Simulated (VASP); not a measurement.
# MnS (Fm-3m) in VASP: notebook

MnS is run at these levels: LDA; tasks: single point.

Program: VASP 6.6.1. These are calculated values, not measurements. Logs are shortened: lines on timing, memory, paths and dates and some standing lists are left out, and cuts for length are marked.

## Step 1: The cell of the first run

Symmetry: Fm-3m, No. 225, cubic system. The conventional cell has a = 5.209 Å, b = 5.209 Å, c = 5.209 Å, α = 90.00°, β = 90.00°, γ = 90.00°. Within 3.4 Å of Mn (site symmetry m-3m) lie 6 S at 2.60 Å. Within 3.4 Å of S (site symmetry m-3m) lie 6 Mn at 2.60 Å.

## Step 2: Single point, LDA, collinear spin, antiferromagnetic start

Input file INCAR:

```
  PREC = Accurate
  ENCUT = 520
  EDIFF = 1E-7
  ISMEAR = 1
  SIGMA = 0.0743
  LREAL = False
  LASPH = True
  NELM = 150
  ALGO = Normal
  ISIF = 2
  LWAVE = False
  LCHARG = True
  ISPIN = 2
  MAGMOM = 3.2 -3.2 0 0
  LORBIT = 11
  LMAXMIX = 4
  LELF = True
  LVHAR = True
  NBANDS = 31
```

Input file KPOINTS:

```
Automatic mesh
0
Gamma
  4 8 8
```

Input file POSCAR:

```
MnS
1.0
    0.0000000000      5.2090000000      5.2090000000
    2.6045000000      0.0000000000      2.6045000000
    2.6045000000      2.6045000000      0.0000000000
Mn S
2 2
Direct
    0.0000000000      0.0000000000      0.0000000000
    0.5000000000      0.0000000000      0.0000000000
    0.2500000000      0.5000000000      0.5000000000
    0.7500000000      0.5000000000      0.5000000000
```

Potentials or basis: VASP PAW LDA potentials, release 64 (Mn_pv, S).

Run with:

```console
$ cat potpaw_LDA.64/Mn_pv/POTCAR potpaw_LDA.64/S/POTCAR > POTCAR
$ mpirun -np 1 vasp_std > vasp.out
```

OUTCAR:

```text
PREC = Accurate
   ENCUT = 520
   EDIFF = 1E-7
   ISMEAR = 1
   LREAL = False
   LASPH = True
   NELM = 150
   ISIF = 2
   ISPIN = 2
   LORBIT = 11

 ion  position               nearest neighbor table
   1  0.000  0.000  0.000-   4 2.60   3 2.60   4 2.60   3 2.60   4 2.60   3 2.60
   2  0.500  0.000  0.000-   3 2.60   3 2.60   4 2.60   3 2.60   4 2.60   4 2.60
   3  0.250  0.500  0.500-   1 2.60   1 2.60   2 2.60   1 2.60   2 2.60   2 2.60
   4  0.750  0.500  0.500-   2 2.60   1 2.60   2 2.60   1 2.60   2 2.60   1 2.60

  LATTYP: Found a trigonal (rhomboedric) cell.
 ALAT       =     6.3796960351
 COS(alpha) =     0.8333333333

  Lattice vectors:

 A1 = (   2.6045000000,  -2.6045000000,  -5.2090000000)
 A2 = (   5.2090000000,  -2.6045000000,  -2.6045000000)
 A3 = (   2.6045000000,  -5.2090000000,  -2.6045000000)

Analysis of symmetry for initial positions (statically):
=====================================================================
 Subroutine PRICEL returns following result:

  LATTYP: Found a face centered cubic cell.
 ALAT       =     5.2090000000

  Lattice vectors:

 A1 = (   0.0000000000,   2.6045000000,   2.6045000000)
 A2 = (   2.6045000000,   0.0000000000,   2.6045000000)
 A3 = (   2.6045000000,   2.6045000000,   0.0000000000)

   2 primitive cells build up your supercell.

 Routine SETGRP: Setting up the symmetry group for a
 trigonal (rhombohedral) supercell.

 Subroutine GETGRP returns: Found 12 space group operations
 (whereof 12 operations were pure point group operations)
 out of a pool of 12 trial point group operations.

The static configuration has the point symmetry D_3d.

Analysis of symmetry for dynamics (positions and initial velocities):
=====================================================================
 Subroutine PRICEL returns following result:

  LATTYP: Found a face centered cubic cell.
 ALAT       =     5.2090000000

  Lattice vectors:

 A1 = (   0.0000000000,   2.6045000000,   2.6045000000)
 A2 = (   2.6045000000,   0.0000000000,   2.6045000000)
 A3 = (   2.6045000000,   2.6045000000,   0.0000000000)

   2 primitive cells build up your supercell.

 Routine SETGRP: Setting up the symmetry group for a
 trigonal (rhombohedral) supercell.

 Subroutine GETGRP returns: Found 12 space group operations
 (whereof 12 operations were pure point group operations)
 out of a pool of 12 trial point group operations.

The dynamic configuration has the point symmetry D_3d.

Analysis of structural, dynamic, and magnetic symmetry:
=====================================================================
 Subroutine PRICEL returns following result:

  LATTYP: Found a face centered cubic cell.
 ALAT       =     5.2090000000

  Lattice vectors:

 A1 = (   0.0000000000,   2.6045000000,   2.6045000000)
 A2 = (   2.6045000000,   0.0000000000,   2.6045000000)
 A3 = (   2.6045000000,   2.6045000000,   0.0000000000)

   2 primitive cells build up your supercell.

 Routine SETGRP: Setting up the symmetry group for a
 trigonal (rhombohedral) supercell.

 Subroutine GETGRP returns: Found 12 space group operations
 (whereof 12 operations were pure point group operations)
 out of a pool of 12 trial point group operations.

The overall configuration has the point symmetry D_3d.

 Subroutine INISYM returns: Found 12 space group operations
 (whereof 12 operations are pure point group operations),
 and found     2 'primitive' translations

----------------------------------------------------------------------------------------

                                     Primitive cell

  volume of cell :      35.3348

  direct lattice vectors                    reciprocal lattice vectors
     0.000000000  2.604500000  2.604500000    -0.191975427  0.191975427  0.191975427
     2.604500000  0.000000000  2.604500000     0.191975427 -0.191975427  0.191975427
     2.604500000  2.604500000  0.000000000     0.191975427  0.191975427 -0.191975427

  length of vectors
     3.683319223  3.683319223  3.683319223     0.332511194  0.332511194  0.332511194

  position of ions in fractional coordinates (direct lattice)
     0.000000000  0.000000000  0.000000000
     0.500000000  0.500000000  0.500000000

  ion indices of the primitive-cell ions
   primitive index   ion index
                 1           1
                 2           3

----------------------------------------------------------------------------------------

 KPOINTS: Automatic mesh

Automatic generation of k-mesh.
 Grid dimensions read from file:
 generate k-points for:    4    8    8

 Generating k-lattice:

  Cartesian coordinates                     Fractional coordinates (reciprocal lattice)
    -0.023996928  0.023996928  0.023996928     0.250000000  0.000000000  0.000000000
     0.023996928 -0.023996928  0.023996928     0.000000000  0.125000000  0.000000000
     0.023996928  0.023996928 -0.023996928     0.000000000  0.000000000  0.125000000

  Length of vectors
     0.041563899  0.041563899  0.041563899

  Shift w.r.t. Gamma in fractional coordinates (k-lattice)
     0.000000000  0.000000000  0.000000000

 -----------------------------------------------------------------------------
|                                                                             |
|           W    W    AA    RRRRR   N    N  II  N    N   GGGG   !!!           |
|           W    W   A  A   R    R  NN   N  II  NN   N  G    G  !!!           |
|           W    W  A    A  R    R  N N  N  II  N N  N  G       !!!           |
|           W WW W  AAAAAA  RRRRR   N  N N  II  N  N N  G  GGG   !            |
|           WW  WW  A    A  R   R   N   NN  II  N   NN  G    G                |
|           W    W  A    A  R    R  N    N  II  N    N   GGGG   !!!           |
|                                                                             |
|     Your reciprocal lattice and k-lattice belong to different lattice       |
|     classes:                                                                |
|                                                                             |
|        The reciprocal lattice is rhombohedral (trigonal),                   |
|        whereas your k-lattice is body-centered cubic.                       |
|                                                                             |
|     Results are often still useful ...                                      |
|                                                                             |
 -----------------------------------------------------------------------------

 Subroutine IBZKPT returns following result:
 ===========================================

 Found     35 irreducible k-points:

 Following reciprocal coordinates:
            Coordinates               Weight
  0.000000  0.000000  0.000000      1.000000
  0.250000  0.000000  0.000000      2.000000
  0.500000  0.000000  0.000000      1.000000
  0.000000  0.125000  0.000000      6.000000
  0.250000  0.125000  0.000000      6.000000
  0.500000  0.125000  0.000000      6.000000
[... 16 lines left out ...]
  0.250000  0.375000  0.125000     12.000000
  0.500000  0.375000  0.125000     12.000000
 [... further k-points ...]
   k-points           NKPTS =     35   k-points in BZ     NKDIM =     35   number of bands    NBANDS=     31
   number of dos      NEDOS =    301   number of ions     NIONS =      4
   total plane-waves  NPLWV =  43904
   dimension x,y,z NGX =    56 NGY =   28 NGZ =   28
   dimension x,y,z NGXF=   112 NGYF=   56 NGZF=   56
   ions per type =               2   2
   NGX,Y,Z   is equivalent  to a cutoff of  12.64, 12.64, 12.64 a.u.
   NGXF,Y,Z  is equivalent  to a cutoff of  25.28, 25.28, 25.28 a.u.
 SYSTEM =  unknown system
   PREC   = accura    normal or accurate (medium, high low for compatibility)
   ISTART =      0    job   : 0-new  1-cont  2-samecut
   ICHARG =      2    charge: 1-file 2-atom 10-const
   ISPIN  =      2    spin polarized calculation?
   LNONCOLLINEAR =      F non collinear calculations
   LSORBIT =      F    spin-orbit coupling
   LASPH  =      T    aspherical Exc in radial PAW
   ENCUT  =  520.0 eV  38.22 Ry    6.18 a.u.  13.70  6.85  6.85*2*pi/ulx,y,z
   NELM   =    150;   NELMIN=  2; NELMDL= -5     # of ELM steps
   EDIFF  = 0.1E-06   stopping-criterion for ELM
   LREAL  =      F    real-space projection
   EDIFFG = 0.1E-05   stopping-criterion for IOM
   NSW    =      0    number of steps for IOM
   IBRION =     -1    ionic relax: 0-MD 1-quasi-New 2-CG
   NFREE  =      0    steps in history (QN), initial steepest desc. (CG)
   ISIF   =      2    stress and relaxation
   ISYM   =      2    0-nonsym 1-usesym 2-fastsym
   POTIM  = 0.5000    time-step for ionic-motion
   TEBEG  =    0.0;   TEEND  =   0.0 temperature during run
   PSTRESS=    0.0 pullay stress
   NELECT =      38.0000    total number of electrons
   NUPDOWN=      -1.0000    fix difference up-down
   EMIN   =  10.00;   EMAX   =-10.00  energy-range for DOS
   EFERMI =   0.00;   METHOD = LEGACY
   ISMEAR =     1;   SIGMA  =   0.07  broadening in eV -4-tet -1-fermi 0-gaus
   EFERMI_NEDOS =   21; number of points for ismear=-14 and -15
   IALGO  =     38    algorithm
   IMIX   =      4    mixing-type and parameters
     AMIX     =   0.40;   BMIX     =  1.00
     AMIX_MAG =   1.60;   BMIX_MAG =  1.00
  volume/ion in A,a.u.               =      17.67       119.23
  Fermi-wavevector in a.u.,A,eV,Ry     =   1.331246  2.515690 24.112464  1.772216
  Thomas-Fermi vector in A             =   2.460272
   LORBIT       =     11    0 simple, 1 ext, 2 COOP (PROOUT), +10 PAW based schemes
   GGA     = CA    functional components
   LHFCALC =     F    Hartree Fock is set to
   AEXX    =    0.0000 exact exchange contribution
   IVDW    =     0    specifies the selected vdW correction
   LEPSILON=     F    determine dielectric tensor
   LRPA    =     F    only Hartree local field effects (RPA)
 spin polarized calculation
 Methfessel and Paxton  Order N= 1 SIGMA  =   0.07
  energy-cutoff  :      520.00
  volume of cell :       70.67
 maximum number of plane-waves:      1918
 NGX is ok and might be reduce to    56
   NGX = 27   NGY = 13   NGZ = 13

 number of electron      37.9999978 magnetization       0.0000000

 number of electron      37.9999978 magnetization      -0.0000000

 Free energy of the ion-electron system (eV)
  ---------------------------------------------------
  ext. energy  EPLUGINS =         0.00000000
  ---------------------------------------------------
  free energy    TOTEN  =       -30.17210760 eV

  energy without entropy =      -30.17214126  energy(sigma->0) =      -30.17211882

 E-fermi :   6.1567     XC(G=0): -10.9682

 val. band max:        6.0941961869   @ k =   0.5000   0.0000   0.0000
 cond. band min:       6.5167410881   @ k =   0.5000   0.5000   0.0000
 fundamental gap:      0.4225449012
 Fermi energy:         6.1567479020

 spin component 1

 k-point     1 :       0.0000    0.0000    0.0000
  band No.  band energies     occupation
      1     -43.5386      1.00000
      2     -43.5386      1.00000
      3     -43.5305      1.00000
      4     -39.5006      1.00000
      5     -39.5006      1.00000
      6     -39.4750      1.00000
[... 805 lines left out ...]
     30      13.7868      0.00000
     31      14.8537      0.00000

 [... further k-points ...]

 spin component 2

 k-point     1 :       0.0000    0.0000    0.0000
  band No.  band energies     occupation
      1     -43.5386      1.00000
      2     -43.5386      1.00000
      3     -43.5305      1.00000
      4     -39.5006      1.00000
      5     -39.5006      1.00000
      6     -39.4750      1.00000
[... 805 lines left out ...]
     30      13.7868      0.00000
     31      14.8537      0.00000

 [... further k-points ...]

------------------------ aborting loop because EDIFF is reached ----------------------------------------

  FORCE on cell =-STRESS in cart. coord.  units (eV):
  Direction    XX          YY          ZZ          XY          YZ          ZX
  --------------------------------------------------------------------------------------
  -------------------------------------------------------------------------------------
  Total       -4.9372362     -4.9372362     -4.9372362      0.0765505     -0.0765505      0.0765505
  in kB     -111.9338409   -111.9338409   -111.9338409      1.7355033     -1.7355033      1.7355033
  external PRESSURE =    -111.9338409 kB  Pullay stress =       0.0000000 kB

 VOLUME and BASIS-vectors are now :
 -----------------------------------------------------------------------------
  energy-cutoff  :      520.00
  volume of cell :       70.67
      direct lattice vectors                 reciprocal lattice vectors
     0.000000000  5.209000000  5.209000000    -0.095987714  0.095987714  0.095987714
     2.604500000  0.000000000  2.604500000     0.191975427 -0.191975427  0.191975427
     2.604500000  2.604500000  0.000000000     0.191975427  0.191975427 -0.191975427

 POSITION                                       TOTAL-FORCE (eV/Angst)
 -----------------------------------------------------------------------------------
      0.00000      0.00000      0.00000         0.000000      0.000000      0.000000
      0.00000      2.60450      2.60450        -0.000000     -0.000000     -0.000000
      2.60450      2.60450      2.60450         0.000000     -0.000000     -0.000000
      2.60450      5.20900      5.20900        -0.000000     -0.000000     -0.000000
 -----------------------------------------------------------------------------------
    total drift:                                0.000000      0.000000     -0.000000

  FREE ENERGIE OF THE ION-ELECTRON SYSTEM (eV)
  ---------------------------------------------------
  free  energy   TOTEN  =       -30.1721076008 eV

  energy  without entropy=      -30.1721412560  energy(sigma->0) =      -30.17211882

 total charge

# of ion       s       p       d       tot
------------------------------------------
    1        0.218   6.159   4.972  11.350
    2        0.218   6.159   4.972  11.350
    3        1.327   2.371   0.000   3.698
    4        1.327   2.371   0.000   3.698
--------------------------------------------------
tot          3.091  17.060   9.944  30.095

 magnetization (x)

# of ion       s       p       d       tot
------------------------------------------
    1        0.012   0.010   4.066   4.087
    2       -0.012  -0.010  -4.066  -4.087
    3        0.000   0.000   0.000   0.000
    4        0.000   0.000   0.000   0.000
--------------------------------------------------
tot          0.000   0.000   0.000   0.000
```

Wall time 2.2 min (1 thread of Intel Xeon Platinum 8259CL at 2.50GHz (Skylake/Cascade Lake), shared host); peak memory 0.24 GiB.

What came out:

```
Free energy                                           : -30.1721 eV
Pressure                                              : -11.2 GPa
Band gap on the k mesh                                : 0.42 eV
Net moment                                            : 0.00 μB per cell
Site moments                                          : Mn +4.09, -4.09; S +0.00 μB
Valence electrons inside the program's atomic spheres : Mn 11.35; S 3.70
```

Levels at points of the mesh, in eV from the valence-band top:
Spin up:
| k point | band 16 | band 17 | band 18 | band 19 | band 20 | band 21 | band 22 | band 23 |
| --- | --- | --- | --- | --- | --- | --- | --- | --- |
| (0.00, 0.00, 0.00) | -1.39 | -1.39 | -1.26 | -1.26 | 0.86 | 0.86 | 0.97 | 2.40 |
| (0.50, 0.00, 0.00) | -2.51 | -2.06 | 0.00 | 0.00 | 0.79 | 0.79 | 0.83 | 1.98 |
| (0.00, 0.50, 0.00) | -2.19 | -2.03 | -0.98 | -0.52 | 0.49 | 1.40 | 1.49 | 1.73 |
| (0.50, 0.50, 0.00) | -2.19 | -1.96 | -0.69 | -0.59 | 0.42 | 1.36 | 1.50 | 1.82 |
Spin down:
```tsv
k point	band 15	band 16	band 17	band 18	band 19	band 20	band 21	band 22	band 23	band 24
(0.00, 0.00, 0.00)	-1.39	-1.39	-1.39	-1.26	-1.26	0.86	0.86	0.97	2.40	2.52
(0.50, 0.00, 0.00)	-2.51	-2.51	-2.06	0.00	0.00	0.79	0.79	0.83	1.98	1.98
(0.00, 0.50, 0.00)	-2.84	-2.19	-2.03	-0.98	-0.52	0.49	1.40	1.49	1.73	2.63
(0.50, 0.50, 0.00)	-2.52	-2.19	-1.96	-0.69	-0.59	0.42	1.36	1.50	1.82	2.12
```

Caveat: the cell stands under tension; the antiferromagnetic order is the one typed at the start, and another may lie lower; semilocal functionals underestimate gaps, and a narrow one can read as zero.

## Step 3: Single point, LDA, collinear spin, ferromagnetic start

Input file INCAR:

```
SYSTEM = MnS
PREC     = Accurate       ! precision mode
ENCUT    = 520            ! plane-wave cutoff, eV
EDIFF    = 1E-6           ! SCF threshold, eV
ISMEAR   = 1              ! smearing method
SIGMA    = 0.1            ! smearing width, eV
LREAL    = .FALSE.        ! projectors in reciprocal space
LASPH    = .TRUE.         ! aspherical terms in the spheres
NELM     = 150            ! most SCF steps
ALGO     = Normal         ! electronic algorithm
ISIF     = 2              ! what is computed and relaxed
LWAVE    = .FALSE.        ! write WAVECAR
LCHARG   = .TRUE.         ! write CHGCAR
ISPIN    = 2              ! spin polarisation
MAGMOM   = 3.2 3.2 0 0    ! initial moments
LORBIT   = 11             ! projections on sites
LMAXMIX  = 4              ! l up to which the mixer works
LELF     = .TRUE.         ! ELF
LVHAR    = .TRUE.       
NBANDS   = 31             ! bands
```

Input file KPOINTS:

```
Automatic mesh
0
G
  4 8 8
  0 0 0
```

POSCAR is that of step 2.

Potentials or basis: VASP PAW LDA potentials, release 64 (Mn_pv, S).

Run with:

```console
$ cat potpaw_LDA.64/Mn_pv/POTCAR potpaw_LDA.64/S/POTCAR > POTCAR
$ mpirun -np 1 vasp_std > vasp.out
```

Run time: 2.1 min. Hardware: 1 thread of Intel Xeon Platinum 8259CL at 2.50GHz (Skylake/Cascade Lake), shared host; peak memory 0.25 GiB.

It converged, with:

| Quantity | Value |
| --- | --- |
| Free energy | -29.9530 eV |
| Pressure | -11.7 GPa |
| Net moment | 9.15 μB per cell |
| Site moments | Mn +4.12; S +0.10 μB |
| Valence electrons inside the program's atomic spheres | Mn 11.34; S 3.69 |

Levels at points of the mesh, in eV from the Fermi level:
Spin up:
| k point | band 22 | band 23 | band 24 | band 25 | band 26 | band 27 |
| --- | --- | --- | --- | --- | --- | --- |
| (0.00, 0.00, 0.00) | -1.76 | 0.63 | 0.63 | 1.79 | 2.88 | 5.49 |
| (0.50, 0.00, 0.00) | -0.37 | -0.37 | -0.37 | 3.64 | 3.64 | 7.01 |
| (0.00, 0.50, 0.00) | -1.91 | 0.63 | 0.63 | 0.98 | 2.88 | 5.49 |
| (0.50, 0.50, 0.00) | -1.07 | -0.98 | -0.98 | 3.08 | 3.08 | 5.90 |
Spin down:
| k point | band 10 | band 11 | band 12 | band 13 | band 14 | band 15 | band 16 | band 17 | band 18 | band 19 |
| --- | --- | --- | --- | --- | --- | --- | --- | --- | --- | --- |
| (0.00, 0.00, 0.00) | -3.27 | -3.27 | -1.49 | -1.49 | -1.49 | 0.11 | 0.11 | 0.11 | 0.22 | 0.22 |
| (0.50, 0.00, 0.00) | -4.33 | -2.64 | -2.64 | -2.64 | -2.64 | 0.54 | 0.54 | 0.54 | 0.54 | 0.60 |
| (0.00, 0.50, 0.00) | -5.41 | -3.27 | -3.27 | -3.02 | -3.02 | -0.95 | 0.64 | 1.04 | 1.04 | 1.24 |
| (0.50, 0.50, 0.00) | -5.46 | -3.97 | -3.97 | -3.16 | -3.16 | 0.19 | 0.19 | 1.11 | 1.11 | 1.23 |

Caveat: the cell stands under tension; semilocal functionals often make such compounds metallic where correlation or magnetic order opens a gap, which also shifts bond lengths; the run started ferromagnetic, and an antiferromagnetic order may lie lower in energy. With open d or f shells a metallic result of LDA can be an artefact of self-interaction; +U or a hybrid may open a gap.

The gap in the log of VASP goes by the Fermi energy; the results here count the filled bands.